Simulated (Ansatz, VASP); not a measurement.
## Two plane-wave programs on NbFe2N3

INCAR

```
SYSTEM = NbFe2N3
  PREC = Accurate
  ENCUT = 520
  EDIFF = 1E-7
  ISMEAR = 0
  SIGMA = 0.1
  LREAL = .FALSE.
  LASPH = .TRUE.
  NELM = 150
  ALGO = Normal
  ISIF = 2
  LWAVE = .FALSE.
  LCHARG = .FALSE.
  ISPIN = 2
  MAGMOM = 0 4 4 0 0 0
  LORBIT = 11
  LMAXMIX = 4
  GGA = PE
  NBANDS = 35
```

Contents of KPOINTS:

```
Automatic mesh
0
G
  6 4 4
  0 0 0
```

POSCAR

```
NbFe2N3
1.0
    2.8570425319      0.0000000000      0.0000000000
    0.0000000000      4.0929552555      3.4209108376
    0.0000000000     -4.0929552555      3.4209108376
Nb Fe N
1 2 3
Direct
    0.5000000000      0.2245183601      0.2245183601
    0.0000000000      0.2521402194      0.6710895135
    0.0000000000      0.6710895135      0.2521402194
    0.0000000000      0.4753927257      0.4753927257
    0.0000000000      0.3828508263      0.9929775605
    0.0000000000      0.9929775605      0.3828508263
```

Input for Ansatz:

```yaml
crystal:
  lattice:
    - [2.8570425319, 0.0, 0.0]
    - [0.0, 4.0929552555, 3.4209108376]
    - [0.0, -4.0929552555, 3.4209108376]
  atoms:
    - { symbol: Nb, position: [0.5, 0.2245183601, 0.2245183601] }
    - { symbol: Fe, position: [0.0, 0.2521402194, 0.6710895135], spin: 4.0 }
    - { symbol: Fe, position: [0.0, 0.6710895135, 0.2521402194], spin: 4.0 }
    - { symbol: "N", position: [0.0, 0.4753927257, 0.4753927257] }
    - { symbol: "N", position: [0.0, 0.3828508263, 0.9929775605] }
    - { symbol: "N", position: [0.0, 0.9929775605, 0.3828508263] }
basis:
  ecutwfc: 420
kpoints:
  mp_grid: { grid: [6, 4, 4] }
hamiltonian:
  xc: pbe
scf:
  occupations: { method: gaussian, width: 0.1 }
  lower_state_search: "off"
output:
  forces: true
  stress: true
  eigenvalues: true
  populations: true
magnetization:
  spin_polarized: true
```

Change from the starting cell: the structure that the rattled cell fell into.

Alike in both runs: task single point; functional PBE; k mesh 6 × 4 × 4; occupations gaussian, width 0.1 eV; collinear spin.

|  | VASP | Ansatz |
| --- | --- | --- |
| version | VASP 6.6.1 | Ansatz 0.2.0 |
| potentials or method | VASP PAW PBE potentials, release 64 (Nb_sv, Fe, N), cutoff 520 eV | scalar-relativistic, plane waves, PAW |
| valence electrons in the cell | 44 | 60 |

|  | VASP | Ansatz | Ansatz less VASP |
| --- | --- | --- | --- |
| gap on the k mesh at the Fermi level (eV) | none | none | - |
| pressure (GPa) | 1.3 | 0.3 | -1.05 |
| traceless stress, the component that is largest in VASP (GPa) | -1.15 | 0.05 | +1.198 |
| rms of the force components (eV/Å) | 0.106 | 0.029 | -0.0768 |
| net moment per atom (μB) | 0.15 | 0.15 | -0.002 |
| size of the moment on the site where the two differ most (μB) | 0.43 | 0.37 | -0.058 |

Site moments also hang on the region over which each program counts them. Atom by atom the forces differ by 0.081 eV/Å (rms over components). A gap of «none» marks a metal or a gap that the smearing closes. With one functional, cell and mesh, what is left measures potentials, basis and numerics. VASP's potentials hold 44 valence electrons a cell and Ansatz's 60, so a difference there can come from the potentials and not from the codes.

The k mesh is coarse, so the values compare programs but aren't converged.
